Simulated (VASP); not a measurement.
# ErF3NH3 in VASP: single point with PBE+U

Aim: the single point of ErF3NH3 with PBE+U.

All numbers are computed with VASP 6.6.1; they aren't measurements. Logs are shortened: lines on timing, memory, paths and dates and some standing lists are left out, and cuts for length are marked.

## Step 1: The cell of the first run

The cell holds a molecule in a box, 8 atoms: a = 12.050 Å, b = 12.050 Å, c = 12.050 Å, α = 90.00°, β = 90.00°, γ = 90.00°.

## Step 2: Single point, PBE+U, collinear spin, ferromagnetic start

INCAR reads:

```
SYSTEM = ErH3NF3
ALGO = Normal ; EDIFF = 1E-6
ENCUT = 520 ; GGA = PE
ISIF = 2 ; ISMEAR = 0
ISPIN = 2 ; LASPH = .True.
LCHARG = .False. ; LDAU = .True.
LDAUJ = 0 0 0 0 ; LDAUL = 3 -1 -1 -1
LDAUPRINT = 1 ; LDAUTYPE = 2
LDAUU = 5 0 0 0 ; LMAXMIX = 6
LORBIT = 11 ; LREAL = .False.
LWAVE = .False. ; MAGMOM = 3 0 0 0 0 0 0 0
NBANDS = 40 ; NELM = 150
PREC = Accurate ; SIGMA = 0.01
```

KPOINTS reads:

```
k-points
0
Gamma
  1 1 1
  0 0 0
```

POSCAR reads:

```
ErH3NF3
1.0
   12.0500000000      0.0000000000      0.0000000000
    0.0000000000     12.0500000000      0.0000000000
    0.0000000000      0.0000000000     12.0500000000
Er F N H
1 3 1 3
Direct
    0.5434705400      0.4566680500      0.5434705400
    0.6266946100      0.5758273900      0.6266946100
    0.4243112000      0.3734439800      0.6266946100
    0.6266946100      0.3734439800      0.4243112000
    0.4246556000      0.5754829900      0.4246556000
    0.3734439800      0.6266946100      0.4702107900
    0.4702107900      0.6266946100      0.3734439800
    0.3734439800      0.5299278000      0.3734439800
```

Potentials or basis: VASP PAW PBE potentials, release 64 (Er, F, N, H).

Command:

```
> cat potpaw_PBE.64/Er/POTCAR potpaw_PBE.64/F/POTCAR potpaw_PBE.64/N/POTCAR potpaw_PBE.64/H/POTCAR > POTCAR
> mpirun -np 1 vasp_gam > vasp.out
```

OUTCAR:

```text
SYSTEM = ErH3NF3
   EDIFF = 1E-6
   ENCUT = 520
   GGA = PE
   ISIF = 2
   ISMEAR = 0
   ISPIN = 2
   LASPH = .True.
   LORBIT = 11
   LREAL = .False.
   NELM = 150
   PREC = Accurate

 ion  position               nearest neighbor table
   1  0.543  0.457  0.543-   2 2.02   3 2.02   4 2.02   5 2.48
   2  0.627  0.576  0.627-   1 2.02
   3  0.424  0.373  0.627-   1 2.02
   4  0.627  0.373  0.424-   1 2.02
   5  0.425  0.575  0.425-   8 1.03   7 1.03   6 1.03   1 2.48
   6  0.373  0.627  0.470-   5 1.03
   7  0.470  0.627  0.373-   5 1.03
   8  0.373  0.530  0.373-   5 1.03

  LATTYP: Found a simple cubic cell.
 ALAT       =    12.0500000000

  Lattice vectors:

 A1 = (  12.0500000000,   0.0000000000,   0.0000000000)
 A2 = (   0.0000000000,  12.0500000000,   0.0000000000)
 A3 = (   0.0000000000,   0.0000000000,  12.0500000000)

Analysis of symmetry for initial positions (statically):
=====================================================================
 Subroutine PRICEL returns:
 Original cell was already a primitive cell.

 Routine SETGRP: Setting up the symmetry group for a
 simple cubic supercell.

 Subroutine GETGRP returns: Found  6 space group operations
 (whereof  2 operations were pure point group operations)
 out of a pool of 48 trial point group operations.

The static configuration has the point symmetry C_1h.
 The point group associated with its full space group is C_3v.

Analysis of symmetry for dynamics (positions and initial velocities):
=====================================================================
 Subroutine PRICEL returns:
 Original cell was already a primitive cell.

 Routine SETGRP: Setting up the symmetry group for a
 simple cubic supercell.

 Subroutine GETGRP returns: Found  6 space group operations
 (whereof  2 operations were pure point group operations)
 out of a pool of 48 trial point group operations.

The dynamic configuration has the point symmetry C_1h.
 The point group associated with its full space group is C_3v.

Analysis of structural, dynamic, and magnetic symmetry:
=====================================================================
 Subroutine PRICEL returns:
 Original cell was already a primitive cell.

 Routine SETGRP: Setting up the symmetry group for a
 simple cubic supercell.

 Subroutine GETGRP returns: Found  6 space group operations
 (whereof  2 operations were pure point group operations)
 out of a pool of 48 trial point group operations.

The overall configuration has the point symmetry C_1h.
 The point group associated with its full space group is C_3v.

 Subroutine INISYM returns: Found  6 space group operations
 (whereof  2 operations are pure point group operations),
 and found     1 'primitive' translations

[... 147 lines left out ...]
 -0.0843 -0.0081 -0.3104 -0.2563  0.0039  0.1942  0.6743

 occupancies and eigenvectors

  o =  0.0097  v =  0.0000  0.0000  0.0000  0.0000  0.0000  0.0000  0.0000  0.3723  0.5784  0.2884  0.4710 -0.2884  0.0000  0.3723      0.0000  0.0000  0.0000  0.0000  0.0000  0.0000  0.0000  0.0000  0.0000  0.0000  0.0000  0.0000  0.0000  0.0000
  o =  0.0457  v =  0.0000  0.0000  0.0000  0.0000  0.0000  0.0000  0.0000 -0.3536  0.0000  0.4564 -0.0000  0.4564 -0.5774  0.3536      0.0000  0.0000  0.0000  0.0000  0.0000  0.0000  0.0000  0.0000  0.0000  0.0000  0.0000  0.0000  0.0000  0.0000
  o =  0.0475  v =  0.0000  0.0000  0.0000  0.0000  0.0000  0.0000  0.0000 -0.2640  0.8157 -0.2045 -0.3339  0.2045  0.0000 -0.2640      0.0000  0.0000  0.0000  0.0000  0.0000  0.0000  0.0000  0.0000  0.0000  0.0000  0.0000  0.0000  0.0000  0.0000
  o =  0.9954  v =  0.0000  0.0000  0.0000  0.0000  0.0000  0.0000  0.0000  0.4892  0.0000 -0.1786 -0.6533  0.0848 -0.0422  0.5413      0.0000  0.0000  0.0000  0.0000  0.0000  0.0000  0.0000  0.0000  0.0000  0.0000  0.0000  0.0000  0.0000  0.0000
  o =  0.9954  v =  0.0000  0.0000  0.0000  0.0000  0.0000  0.0000  0.0000  0.3439  0.0000  0.5265 -0.0570  0.5495  0.4845 -0.2540      0.0000  0.0000  0.0000  0.0000  0.0000  0.0000  0.0000  0.0000  0.0000  0.0000  0.0000  0.0000  0.0000  0.0000
  o =  0.9965  v =  0.0000  0.0000  0.0000  0.0000  0.0000  0.0000  0.0000  0.2769 -0.0000 -0.5814  0.4727  0.5808 -0.1544  0.0255      0.0000  0.0000  0.0000  0.0000  0.0000  0.0000  0.0000  0.0000  0.0000  0.0000  0.0000  0.0000  0.0000  0.0000
  o =  0.9965  v =  0.0000  0.0000  0.0000  0.0000  0.0000  0.0000  0.0000  0.4822  0.0000  0.1395 -0.1145 -0.1421 -0.6374 -0.5554      0.0000  0.0000  0.0000  0.0000  0.0000  0.0000  0.0000  0.0000  0.0000  0.0000  0.0000  0.0000  0.0000  0.0000
  o =  0.9974  v =  0.5656  0.0000 -0.1245 -0.5219  0.3741  0.1454  0.4808  0.0000  0.0000  0.0000  0.0000  0.0000  0.0000  0.0000      0.0000  0.0000  0.0000  0.0000  0.0000  0.0000  0.0000  0.0000  0.0000  0.0000  0.0000  0.0000  0.0000  0.0000
  o =  0.9974  v = -0.0471  0.0000 -0.5736 -0.1270 -0.4523 -0.5976  0.3016  0.0000  0.0000  0.0000  0.0000  0.0000  0.0000  0.0000      0.0000  0.0000  0.0000  0.0000  0.0000  0.0000  0.0000  0.0000  0.0000  0.0000  0.0000  0.0000  0.0000  0.0000
  o =  0.9982  v =  0.0901 -0.0000 -0.5447  0.6129  0.5635 -0.0445 -0.0070  0.0000  0.0000  0.0000  0.0000  0.0000  0.0000  0.0000      0.0000  0.0000  0.0000  0.0000  0.0000  0.0000  0.0000  0.0000  0.0000  0.0000  0.0000  0.0000  0.0000  0.0000
  o =  0.9982  v = -0.5800 -0.0000 -0.1596  0.0510 -0.0673  0.5352  0.5869  0.0000  0.0000  0.0000  0.0000  0.0000  0.0000  0.0000      0.0000  0.0000  0.0000  0.0000  0.0000  0.0000  0.0000  0.0000  0.0000  0.0000  0.0000  0.0000  0.0000  0.0000
  o =  0.9985  v =  0.3840  0.5407  0.2974  0.4857 -0.2974  0.0000  0.3840  0.0000  0.0000  0.0000  0.0000  0.0000  0.0000  0.0000      0.0000  0.0000  0.0000  0.0000  0.0000  0.0000  0.0000  0.0000  0.0000  0.0000  0.0000  0.0000  0.0000  0.0000
  o =  1.0044  v =  0.3536 -0.0000 -0.4564 -0.0000 -0.4564  0.5774 -0.3536  0.0000  0.0000  0.0000  0.0000  0.0000  0.0000  0.0000      0.0000  0.0000  0.0000  0.0000  0.0000  0.0000  0.0000  0.0000  0.0000  0.0000  0.0000  0.0000  0.0000  0.0000
  o =  1.0110  v = -0.2468  0.8412 -0.1912 -0.3122  0.1912  0.0000 -0.2468  0.0000  0.0000  0.0000  0.0000  0.0000  0.0000  0.0000      0.0000  0.0000  0.0000  0.0000  0.0000  0.0000  0.0000  0.0000  0.0000  0.0000  0.0000  0.0000  0.0000  0.0000

 number of electron      51.0000007 magnetization       3.0000003

 Free energy of the ion-electron system (eV)
  ---------------------------------------------------
  ext. energy  EPLUGINS =         0.00000000
  ---------------------------------------------------
  free energy    TOTEN  =       -41.92276568 eV

  energy without entropy =      -41.92276568  energy(sigma->0) =      -41.92276568

 E-fermi :  -7.3510     XC(G=0):  -0.9766

 val. band max:       -7.4535692836   @ k =   0.0000   0.0000   0.0000
 cond. band min:      -4.7553550533   @ k =   0.0000   0.0000   0.0000
 fundamental gap:      2.6982142303
 Fermi energy:        -7.3510145343

 spin component 1

 k-point     1 :       0.0000    0.0000    0.0000
  band No.  band energies     occupation
      1     -54.5318      1.00000
      2     -29.7040      1.00000
      3     -29.7040      1.00000
      4     -27.8127      1.00000
      5     -26.5297      1.00000
      6     -25.5221      1.00000
[... 29 lines left out ...]
     36       0.7546      0.00000
     37       0.7546      0.00000
 Fermi energy:        -7.3510145343

 spin component 2

 k-point     1 :       0.0000    0.0000    0.0000
  band No.  band energies     occupation
      1     -53.2403      1.00000
      2     -29.0302      1.00000
      3     -29.0302      1.00000
      4     -27.3128      1.00000
      5     -26.3505      1.00000
      6     -25.1436      1.00000
[... 29 lines left out ...]
     36       0.7757      0.00000
     37       0.7758      0.00000
 [bands above 37 left out]

------------------------ aborting loop because EDIFF is reached ----------------------------------------

  FORCE on cell =-STRESS in cart. coord.  units (eV):
  Direction    XX          YY          ZZ          XY          YZ          ZX
  --------------------------------------------------------------------------------------
  -------------------------------------------------------------------------------------
  Total       -0.4606127     -0.4606127     -0.4606127     -0.0067241     -0.0067241      0.0067241
  in kB       -0.4217794     -0.4217794     -0.4217794     -0.0061572     -0.0061572      0.0061572
  external PRESSURE =      -0.4217794 kB  Pullay stress =       0.0000000 kB

 VOLUME and BASIS-vectors are now :
 -----------------------------------------------------------------------------
  energy-cutoff  :      520.00
  volume of cell :     1749.69
      direct lattice vectors                 reciprocal lattice vectors
    12.050000000  0.000000000  0.000000000     0.082987552  0.000000000  0.000000000
     0.000000000 12.050000000  0.000000000     0.000000000  0.082987552  0.000000000
     0.000000000  0.000000000 12.050000000     0.000000000  0.000000000  0.082987552

 POSITION                                       TOTAL-FORCE (eV/Angst)
 -----------------------------------------------------------------------------------
      6.54882      5.50285      6.54882         0.021888     -0.021888      0.021888
      7.55167      6.93872      7.55167        -0.000456      0.047529     -0.000456
      5.11295      4.50000      7.55167        -0.047529      0.000456     -0.000456
      7.55167      4.50000      5.11295        -0.000456      0.000456     -0.047529
      5.11710      6.93457      5.11710        -0.180255      0.180255     -0.180255
      4.50000      7.55167      5.66604         0.181845     -0.181845     -0.156882
      5.66604      7.55167      4.50000        -0.156882     -0.181845      0.181845
      4.50000      6.38563      4.50000         0.181845      0.156882      0.181845
 -----------------------------------------------------------------------------------
    total drift:                               -0.000883      0.000891     -0.000882

  FREE ENERGIE OF THE ION-ELECTRON SYSTEM (eV)
  ---------------------------------------------------
  free  energy   TOTEN  =       -41.9227656837 eV

  energy  without entropy=      -41.9227656837  energy(sigma->0) =      -41.92276568

 total charge

# of ion       s       p       d       f       tot
--------------------------------------------------
    1        2.071   5.831   0.596  11.079  19.577
    2        1.740   4.339   0.000   0.000   6.079
    3        1.740   4.339   0.000   0.000   6.079
    4        1.740   4.339   0.000   0.000   6.079
    5        1.222   2.740   0.000   0.000   3.962
    6        0.625   0.078   0.000   0.000   0.703
    7        0.625   0.078   0.000   0.000   0.703
    8        0.625   0.078   0.000   0.000   0.703
--------------------------------------------------
tot         10.389  21.821   0.596  11.079  43.885

 magnetization (x)

# of ion       s       p       d       f       tot
--------------------------------------------------
    1        0.004  -0.023   0.025   2.917   2.923
    2       -0.000   0.013   0.000   0.000   0.013
    3       -0.000   0.013   0.000   0.000   0.013
    4       -0.000   0.013   0.000   0.000   0.013
    5       -0.001  -0.002   0.000   0.000  -0.003
    6       -0.000  -0.000   0.000   0.000  -0.000
    7       -0.000  -0.000   0.000   0.000  -0.000
    8       -0.000  -0.000   0.000   0.000  -0.000
--------------------------------------------------
tot          0.003   0.013   0.025   2.917   2.958
```

Run time: 16 min. Hardware: 1 thread of Oxide Virtual Turin-like, shared host; peak memory 1.8 GiB.

What came out:

```yaml
Free_energy: -41.9228 eV
Largest_force: 0.312 eV/Å
Gap_between_the_frontier_levels: 2.70 eV
Net_moment: 3.00 μB per cell
Site_moments: Er +2.92; F +0.01; N -0.00; H -0.00 μB
Valence_electrons_inside_the_program's_atomic_spheres: Er 19.58; F 6.08; N 3.96; H 0.70
```

Forces in eV/Å, atoms in the order of the input:
```
Er   0.022 -0.022  0.022
F    0.000  0.048  0.000
F   -0.048  0.000  0.000
F    0.000  0.000 -0.048
N   -0.180  0.180 -0.180
H    0.182 -0.182 -0.157
H   -0.157 -0.182  0.182
H    0.182  0.157  0.182
```

Eigenvalues of the final occupation matrices:
```tsv
site	spin	trace	eigenvalues
site 1 f	1	7.00	1.00 1.00 1.00 1.00 1.00 1.00 1.01
site 1 f	2	4.09	0.01 0.05 0.05 1.00 1.00 1.00 1.00
```

Caveat: the magnetic or orbital state may not be the lowest; spin-orbit coupling is left out, which moves the levels of the heavy elements.
